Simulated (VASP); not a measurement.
# Si2W (I4/mmm) in VASP: a series of runs

The runs below take Si2W through single point, relaxation of shape and atoms at fixed volume, with revPBE.

Program: VASP 6.6.1. These are calculated values, not measurements. Logs are shortened: lines on timing, memory, paths and dates and some standing lists are left out, and cuts for length are marked.

## 1. The cell of the first run

Symmetry: I4/mmm, No. 139, tetragonal system. Conventional cell: a = 3.286 Å, b = 3.286 Å, c = 7.976 Å, α = 90.00°, β = 90.00°, γ = 90.00°. Si (site symmetry 4mm) has 9 Si at 2.62 to 3.29 Å and 5 W at 2.67 to 2.68 Å within 3.5 Å. W (site symmetry 4/mmm) has 10 Si at 2.67 to 2.68 Å and 4 W at 3.29 Å within 3.5 Å.

## 2. Single point, revPBE (volume scaled by 1.04)

File INCAR:

```
ALGO     = Normal         # electronic algorithm
EDIFF    = 1E-6           # SCF threshold, eV
ENCUT    = 520            # plane-wave cutoff, eV
GGA      = RE             # functional
ISIF     = 2              # what is computed and relaxed
ISMEAR   = 0              # smearing method
LASPH    = T              # aspherical terms in the spheres
LCHARG   = F              # write CHGCAR
LREAL    = F              # projectors in reciprocal space
LWAVE    = F              # write WAVECAR
NBANDS   = 18             # bands
NELM     = 60             # most SCF steps
PREC     = Accurate       # precision mode
SIGMA    = 0.05           # smearing width, eV
```

File KPOINTS:

```
k-points
0
Gamma
  10 10 10
```

File POSCAR:

```
Si2W
1.0
   -1.6429912283      1.6429912283      3.9880547884
    1.6429912283     -1.6429912283      3.9880547884
    1.6429912283      1.6429912283     -3.9880547884
Si W
2 1
Direct
    0.3355146179      0.3355146179      0.0000000000
    0.6644853821      0.6644853821      0.0000000000
    0.0000000000      0.0000000000      0.0000000000
```

Potentials or basis: VASP PAW PBE potentials, release 64 (Si, W_sv).

Launch:

```console
cat potpaw_PBE.64/Si/POTCAR potpaw_PBE.64/W_sv/POTCAR > POTCAR
mpirun -np 1 vasp_std > vasp.out
```

OUTCAR:

```text
EDIFF = 1E-6
   ENCUT = 520
   GGA = RE
   ISIF = 2
   ISMEAR = 0
   LASPH = T
   LREAL = F
   NELM = 60
   PREC = Accurate

 ion  position               nearest neighbor table
   1  0.336  0.336  0.000-   2 2.62   3 2.67   3 2.67   3 2.67   3 2.67   3 2.68   2 2.69   2 2.69
                             2 2.69   2 2.69
   2  0.664  0.664  0.000-   1 2.62   3 2.67   3 2.67   3 2.67   3 2.67   3 2.68   1 2.69   1 2.69
                             1 2.69   1 2.69
   3  0.000  0.000  0.000-   2 2.67   2 2.67   2 2.67   1 2.67   2 2.67   1 2.67   1 2.67   1 2.67
                             1 2.68   2 2.68

  LATTYP: Found a body centered tetragonal cell.
 ALAT       =     3.2859824566
 C/A-ratio  =     2.4273134997

  Lattice vectors:

 A1 = (  -1.6429912283,   1.6429912283,   3.9880547884)
 A2 = (   1.6429912283,  -1.6429912283,   3.9880547884)
 A3 = (   1.6429912283,   1.6429912283,  -3.9880547884)

Analysis of symmetry for initial positions (statically):
=====================================================================
 Subroutine PRICEL returns:
 Original cell was already a primitive cell.

 Routine SETGRP: Setting up the symmetry group for a
 body centered tetragonal supercell.

 Subroutine GETGRP returns: Found 16 space group operations
 (whereof 16 operations were pure point group operations)
 out of a pool of 16 trial point group operations.

The static configuration has the point symmetry D_4h.

Analysis of symmetry for dynamics (positions and initial velocities):
=====================================================================
 Subroutine PRICEL returns:
 Original cell was already a primitive cell.

 Routine SETGRP: Setting up the symmetry group for a
 body centered tetragonal supercell.

 Subroutine GETGRP returns: Found 16 space group operations
 (whereof 16 operations were pure point group operations)
 out of a pool of 16 trial point group operations.

The dynamic configuration has the point symmetry D_4h.

 Subroutine INISYM returns: Found 16 space group operations
 (whereof 16 operations are pure point group operations),
 and found     1 'primitive' translations

----------------------------------------------------------------------------------------

                                     Primitive cell

  volume of cell :      43.0617

  direct lattice vectors                    reciprocal lattice vectors
    -1.642991228  1.642991228  3.988054788     0.000000000  0.304322988  0.125374406
     1.642991228 -1.642991228  3.988054788     0.304322988  0.000000000  0.125374406
     1.642991228  1.642991228 -3.988054788     0.304322988  0.304322988  0.000000000

  length of vectors
     4.615562950  4.615562950  4.615562950     0.329137088  0.329137088  0.430377697

  position of ions in fractional coordinates (direct lattice)
     0.335514618  0.335514618  0.000000000
     0.664485382  0.664485382  0.000000000
     0.000000000  0.000000000  0.000000000

  ion indices of the primitive-cell ions
   primitive index   ion index
                 1           1
                 2           2
                 3           3

----------------------------------------------------------------------------------------

 KPOINTS: k-points

Automatic generation of k-mesh.
 Grid dimensions read from file:
 generate k-points for:   10   10   10

 Generating k-lattice:

  Cartesian coordinates                     Fractional coordinates (reciprocal lattice)
     0.000000000  0.030432299  0.012537441     0.100000000  0.000000000 -0.000000000
     0.030432299  0.000000000  0.012537441     0.000000000  0.100000000 -0.000000000
     0.030432299  0.030432299  0.000000000     0.000000000  0.000000000  0.100000000

  Length of vectors
     0.032913709  0.032913709  0.043037770

  Shift w.r.t. Gamma in fractional coordinates (k-lattice)
     0.000000000  0.000000000  0.000000000

 Subroutine IBZKPT returns following result:
 ===========================================

 Found    102 irreducible k-points:

 Following reciprocal coordinates:
            Coordinates               Weight
  0.000000  0.000000  0.000000      1.000000
  0.100000  0.000000 -0.000000      8.000000
  0.200000  0.000000 -0.000000      8.000000
  0.300000  0.000000 -0.000000      8.000000
  0.400000  0.000000 -0.000000      8.000000
  0.500000 -0.000000  0.000000      4.000000
[... 16 lines left out ...]
  0.300000  0.300000  0.000000      8.000000
  0.400000  0.300000 -0.000000     16.000000
 [... further k-points ...]
   k-points           NKPTS =    102   k-points in BZ     NKDIM =    102   number of bands    NBANDS=     18
   number of dos      NEDOS =    301   number of ions     NIONS =      3
   total plane-waves  NPLWV =  46656
   dimension x,y,z NGX =    36 NGY =   36 NGZ =   36
   dimension x,y,z NGXF=    72 NGYF=   72 NGZF=   72
   ions per type =               2   1
   NGX,Y,Z   is equivalent  to a cutoff of  12.97, 12.97, 12.97 a.u.
   NGXF,Y,Z  is equivalent  to a cutoff of  25.93, 25.93, 25.93 a.u.
 SYSTEM =  unknown system
   PREC   = accura    normal or accurate (medium, high low for compatibility)
   ISTART =      0    job   : 0-new  1-cont  2-samecut
   ICHARG =      2    charge: 1-file 2-atom 10-const
   ISPIN  =      1    spin polarized calculation?
   LNONCOLLINEAR =      F non collinear calculations
   LSORBIT =      F    spin-orbit coupling
   LASPH  =      T    aspherical Exc in radial PAW
   ENCUT  =  520.0 eV  38.22 Ry    6.18 a.u.   8.58  8.58  8.58*2*pi/ulx,y,z
   NELM   =     60;   NELMIN=  2; NELMDL= -5     # of ELM steps
   EDIFF  = 0.1E-05   stopping-criterion for ELM
   LREAL  =      F    real-space projection
   EDIFFG = 0.1E-04   stopping-criterion for IOM
   NSW    =      0    number of steps for IOM
   IBRION =     -1    ionic relax: 0-MD 1-quasi-New 2-CG
   NFREE  =      0    steps in history (QN), initial steepest desc. (CG)
   ISIF   =      2    stress and relaxation
   ISYM   =      2    0-nonsym 1-usesym 2-fastsym
   POTIM  = 0.5000    time-step for ionic-motion
   TEBEG  =    0.0;   TEEND  =   0.0 temperature during run
   PSTRESS=    0.0 pullay stress
   NELECT =      22.0000    total number of electrons
   NUPDOWN=      -1.0000    fix difference up-down
   EMIN   =  10.00;   EMAX   =-10.00  energy-range for DOS
   EFERMI =   0.00;   METHOD = LEGACY
   ISMEAR =     0;   SIGMA  =   0.05  broadening in eV -4-tet -1-fermi 0-gaus
   EFERMI_NEDOS =   21; number of points for ismear=-14 and -15
   IALGO  =     38    algorithm
   IMIX   =      4    mixing-type and parameters
     AMIX     =   0.40;   BMIX     =  1.00
     AMIX_MAG =   1.60;   BMIX_MAG =  1.00
  volume/ion in A,a.u.               =      14.35        96.86
  Fermi-wavevector in a.u.,A,eV,Ry     =   1.308735  2.473151 23.303901  1.712788
  Thomas-Fermi vector in A             =   2.439382
   LORBIT       =      0    0 simple, 1 ext, 2 COOP (PROOUT), +10 PAW based schemes
   GGA     = RE    functional components
   LHFCALC =     F    Hartree Fock is set to
   AEXX    =    0.0000 exact exchange contribution
   IVDW    =     0    specifies the selected vdW correction
   LEPSILON=     F    determine dielectric tensor
   LRPA    =     F    only Hartree local field effects (RPA)
 non-spin polarized calculation
 Gauss-broadening in eV      SIGMA  =   0.05
  energy-cutoff  :      520.00
  volume of cell :       43.06
 maximum number of plane-waves:      1179
 NGX is ok and might be reduce to    36
   NGX = 17   NGY = 17   NGZ = 17

 number of electron      22.0000001 magnetization

 Free energy of the ion-electron system (eV)
  ---------------------------------------------------
  ext. energy  EPLUGINS =         0.00000000
  ---------------------------------------------------
  free energy    TOTEN  =       -23.85219342 eV

  energy without entropy =      -23.85179071  energy(sigma->0) =      -23.85199207

 E-fermi :  11.1014     XC(G=0): -12.2089

 val. band max:       11.0838234145   @ k =  -0.2000  -0.3000   0.2000
 cond. band min:      11.1879060795   @ k =  -0.4000   0.4000   0.4000
 fundamental gap:      0.1040826650
 Fermi energy:        11.1014088887

 k-point     1 :       0.0000    0.0000    0.0000
  band No.  band energies     occupation
      1     -62.8648      2.00000
      2     -27.0769      2.00000
      3     -27.0769      2.00000
      4     -27.0630      2.00000
      5      -2.4154      2.00000
      6       4.6722      2.00000
[... 10 lines left out ...]
     17      16.4686      0.00000
     18      16.4686      0.00000

 k-point     2 :       0.1000    0.0000   -0.0000
  band No.  band energies     occupation
      1     -62.8643      2.00000
      2     -27.0929      2.00000
      3     -27.0755      2.00000
      4     -27.0618      2.00000
      5      -2.2357      2.00000
      6       4.6567      2.00000
[... 10 lines left out ...]
     17      16.5004      0.00000
     18      17.1284      0.00000

 k-point     3 :       0.2000    0.0000   -0.0000
  band No.  band energies     occupation
      1     -62.8630      2.00000
      2     -27.1346      2.00000
      3     -27.0717      2.00000
      4     -27.0587      2.00000
      5      -1.7081      2.00000
      6       4.5003      2.00000
[... 10 lines left out ...]
     17      17.0654      0.00000
     18      18.5994      0.00000

 k-point     4 :       0.3000    0.0000   -0.0000
  band No.  band energies     occupation
      1     -62.8613      2.00000
      2     -27.1857      2.00000
      3     -27.0670      2.00000
      4     -27.0548      2.00000
      5      -0.8664      2.00000
      6       3.8875      2.00000
[... 375 lines left out ...]
      4     -27.0525      2.00000
      5      -1.2430      2.00000
      6       5.5080      2.00000
[... 10 lines left out ...]
     17      17.5363      0.00000
     18      18.1266      0.00000

 k-point    23 :       0.3000    0.3000    0.0000
  band No.  band energies     occupation
      1     -62.8579      2.00000
      2     -27.1743      2.00000
      3     -27.1709      2.00000
      4     -27.0462      2.00000
      5       0.7954      2.00000
      6       3.1917      2.00000
[... 10 lines left out ...]
     17      17.5752      0.00000
     18      19.1066      0.00000

 k-point    24 :       0.4000    0.3000   -0.0000
  band No.  band energies     occupation
      1     -62.8566      2.00000
      2     -27.2123      2.00000
      3     -27.1675      2.00000
      4     -27.0418      2.00000
      5       1.6881      2.00000
      6       2.7646      2.00000
[... 10 lines left out ...]
     17      17.9414      0.00000
     18      19.6062      0.00000

 [... further k-points ...]
[... 5 lines left out ...]
  --------------------------------------------------------------------------------------
  -------------------------------------------------------------------------------------
  Total       -2.0909892     -2.0909892     -2.1365537      0.0000000     -0.0000000      0.0000000
  in kB      -77.7984210    -77.7984210    -79.4937153      0.0000000     -0.0000000      0.0000000
  external PRESSURE =     -78.3635191 kB  Pullay stress =       0.0000000 kB

 VOLUME and BASIS-vectors are now :
 -----------------------------------------------------------------------------
  energy-cutoff  :      520.00
  volume of cell :       43.06
      direct lattice vectors                 reciprocal lattice vectors
    -1.642991228  1.642991228  3.988054788     0.000000000  0.304322988  0.125374406
     1.642991228 -1.642991228  3.988054788     0.304322988  0.000000000  0.125374406
     1.642991228  1.642991228 -3.988054788     0.304322988  0.304322988  0.000000000

 POSITION                                       TOTAL-FORCE (eV/Angst)
 -----------------------------------------------------------------------------------
      0.00000      0.00000      2.67610        -0.000000     -0.000000     -0.004533
      0.00000      0.00000      5.30001         0.000000      0.000000      0.004533
      0.00000      0.00000      0.00000         0.000000      0.000000      0.000000
 -----------------------------------------------------------------------------------
    total drift:                               -0.000000      0.000000     -0.000000

  FREE ENERGIE OF THE ION-ELECTRON SYSTEM (eV)
  ---------------------------------------------------
  free  energy   TOTEN  =       -23.8521934247 eV

  energy  without entropy=      -23.8517907075  energy(sigma->0) =      -23.85199207
```

Wall time 1.7 min (1 thread of Intel Xeon Platinum 8375C at 2.90GHz (Ice Lake), shared host); peak memory 0.25 GiB.

What came out:

```yaml
Free_energy: -23.8522 eV
Pressure: -7.8 GPa
Largest_force: 0.005 eV/Å
Band_gap_on_the_k_mesh: zero (band 11 reaches 11.77 eV, above the bottom of band 12 at 10.61 eV)
```

Forces in eV/Å, atoms in the order of the input:
```
Si   0.000  0.000 -0.005
Si   0.000  0.000  0.005
W    0.000  0.000  0.000
```

Stress tensor (GPa, compression positive):
```
-7.78  0.00  0.00
 0.00 -7.78  0.00
 0.00  0.00 -7.95
```

Caveat: the cell differs from its parent crystal (volume scaled by 1.04); the PAW data sets were made with another functional, which shifts forces and pressure a little; spin-orbit coupling is left out, which moves the levels of the heavy elements.

## 3. Relaxation of shape and atoms at fixed volume, revPBE (volume scaled by 1.02)

File INCAR:

```
PREC = Accurate
ENCUT = 600
EDIFF = 1E-6
ISMEAR = 0
SIGMA = 0.05
LREAL = F
LASPH = T
NELM = 100
ALGO = Normal
ISIF = 4
LWAVE = F
LCHARG = F
GGA = RE
IBRION = 2
NSW = 60
EDIFFG = -0.01
```

File KPOINTS:

```
regular mesh
0
Gamma
  10 10 10
```

File POSCAR:

```
Si2W
1.0
   -1.6309644512      1.6309644512      3.9692590877
    1.6309644512     -1.6309644512      3.9692590877
    1.6309644512      1.6309644512     -3.9692590877
Si W
2 1
Direct
    0.3348274817      0.3348274817      0.0000000000
    0.6651725183      0.6651725183      0.0000000000
    0.0000000000      0.0000000000      0.0000000000
```

Potentials or basis: VASP PAW PBE potentials, release 64 (Si, W_sv).

Launch:

```console
cat potpaw_PBE.64/Si/POTCAR potpaw_PBE.64/W_sv/POTCAR > POTCAR
mpirun -np 1 vasp_std > vasp.out
```

Wall time 3.6 min (1 thread of Intel Xeon Platinum 8259CL at 2.50GHz (Skylake/Cascade Lake), shared host); peak memory 0.3 GiB.

The run converged. Its results:

| Item | Value |
| --- | --- |
| Free energy | -23.8836 eV |
| Energy gained by relaxing | 0.1 meV/atom |
| Ionic steps | 4 |
| Pressure after relaxing | -4.2 GPa |
| Band gap on the k mesh | zero (band 11 reaches 12.07 eV, above the bottom of band 12 at 10.87 eV) |

Step by step:
| step | energy change (eV) | largest force (eV/Å) | pressure (GPa) | volume (Å³) |
| --- | --- | --- | --- | --- |
| 1 | 0.0000 | 0.0463 | -4.27 | 42.23 |
| 2 | -0.0002 | 0.0027 | -4.14 | 42.23 |
| 3 | -0.0002 | 0.0156 | -4.17 | 42.23 |
| 4 | -0.0002 | 0.0001 | -4.16 | 42.23 |

Final structure:
```
Si W
1.0
    -1.63196    1.63196    3.96440
     1.63196   -1.63196    3.96440
     1.63196    1.63196   -3.96440
Si W
2 1
Direct
  0.33514 0.33514 0.00000
  0.66487 0.66487 0.00000
  0.00000 0.00000 0.00000
```

Levels at points of the mesh, in eV from the Fermi level:
```tsv
k point	band 9	band 10	band 11	band 12	band 13	band 14
(0.00, 0.00, 0.00)	-2.70	-2.70	0.58	2.52	2.92	2.92
(0.50, 0.00, 0.00)	-2.67	-2.58	-0.38	2.55	2.73	3.84
(0.50, 0.50, 0.00)	-4.82	-3.05	-1.76	2.70	2.81	2.95
(0.50, 0.50, 0.50)	-0.83	-0.83	-0.45	-0.45	0.74	4.42
```

Caveat: the cell differs from its parent crystal (volume scaled by 1.02); the PAW data sets were made with another functional, which shifts forces and pressure a little; spin-orbit coupling is left out, which moves the levels of the heavy elements.

## 4. Relaxation of shape and atoms at fixed volume, revPBE (volume scaled by 1.04)

File INCAR:

```
  PREC = Accurate
  ENCUT = 600
  EDIFF = 1E-7
  ISMEAR = 0
  SIGMA = 0.05
  LREAL = False
  LASPH = True
  NELM = 80
  ALGO = Normal
  ISIF = 4
  LWAVE = False
  LCHARG = False
  GGA = RE
  IBRION = 2
  NSW = 60
  EDIFFG = -0.01
```

KPOINTS is that of step 3.

File POSCAR:

```
Si2W
1.0
   -1.6423981106      1.6423981106      3.9909357137
    1.6423981106     -1.6423981106      3.9909357137
    1.6423981106      1.6423981106     -3.9909357137
Si W
2 1
Direct
    0.3351383328      0.3351383328      0.0000000000
    0.6648616672      0.6648616672      0.0000000000
    0.0000000000      0.0000000000      0.0000000000
```

Launch:

```console
cat potpaw_PBE.64/Si/POTCAR potpaw_PBE.64/W_sv/POTCAR > POTCAR
mpirun -np 1 vasp_std > vasp.out
```

It took 4.5 min on 1 thread of Intel Xeon Platinum 8259CL at 2.50GHz (Skylake/Cascade Lake), shared host; peak memory 0.3 GiB.

The run converged. Its results:

```
Free energy               : -23.8527 eV
Energy gained by relaxing : 0.1 meV/atom
Ionic steps               : 4
Pressure after relaxing   : -7.8 GPa
Band gap on the k mesh    : zero (band 11 reaches 11.77 eV, above the bottom of band 12 at 10.61 eV)
```

Step by step:
```tsv
step	energy change (eV)	largest force (eV/Å)	pressure (GPa)	volume (Å³)
1	0.0000	0.0510	-7.85	43.06
2	-0.0002	0.0026	-7.76	43.06
3	-0.0002	0.0145	-7.78	43.06
4	-0.0002	0.0000	-7.77	43.06
```

Final structure:
```
Si W
1.0
    -1.64324    1.64324    3.98684
     1.64324   -1.64324    3.98684
     1.64324    1.64324   -3.98684
Si W
2 1
Direct
  0.33548 0.33548 0.00000
  0.66452 0.66452 0.00000
  0.00000 0.00000 0.00000
```

Levels at points of the mesh, in eV from the Fermi level:
| k point | band 9 | band 10 | band 11 | band 12 | band 13 | band 14 |
| --- | --- | --- | --- | --- | --- | --- |
| (0.00, 0.00, 0.00) | -2.63 | -2.63 | 0.56 | 2.43 | 2.86 | 2.86 |
| (0.50, 0.00, 0.00) | -2.62 | -2.49 | -0.34 | 2.48 | 2.72 | 3.80 |
| (0.50, 0.50, 0.00) | -4.73 | -2.95 | -1.75 | 2.67 | 2.73 | 2.86 |
| (0.50, 0.50, 0.50) | -0.82 | -0.82 | -0.42 | -0.42 | 0.72 | 4.28 |

Caveat: the cell differs from its parent crystal (volume scaled by 1.04); the PAW data sets were made with another functional, which shifts forces and pressure a little; spin-orbit coupling is left out, which moves the levels of the heavy elements.

## 5. Summary

```csv
task,cell,cutoff (eV),gap on the mesh (eV),pressure (GPa)
single point,"a = 4.616 Å, angles 138.3, 138.3, 60.5°, 3 atoms",520,none,-7.8
relaxation of shape and atoms at fixed volume,"relaxed from a = 4.591 Å, angles 138.4, 138.4, 60.3°, 3 atoms",600,none,-4.2
relaxation of shape and atoms at fixed volume,"relaxed from a = 4.618 Å, angles 138.3, 138.3, 60.4°, 3 atoms",600,none,-7.8
```

Alike in all rows: level revPBE; potentials or basis VASP PAW PBE potentials, release 64 (Si, W_sv); no spin polarisation; k mesh 10 × 10 × 10; smearing gaussian 0.05 eV.

Caveats: the PAW data sets were made with another functional, which shifts forces and pressure a little; spin-orbit coupling is left out, which moves the levels of the heavy elements.

Absolute energies hang on the potentials; compare differences alone.
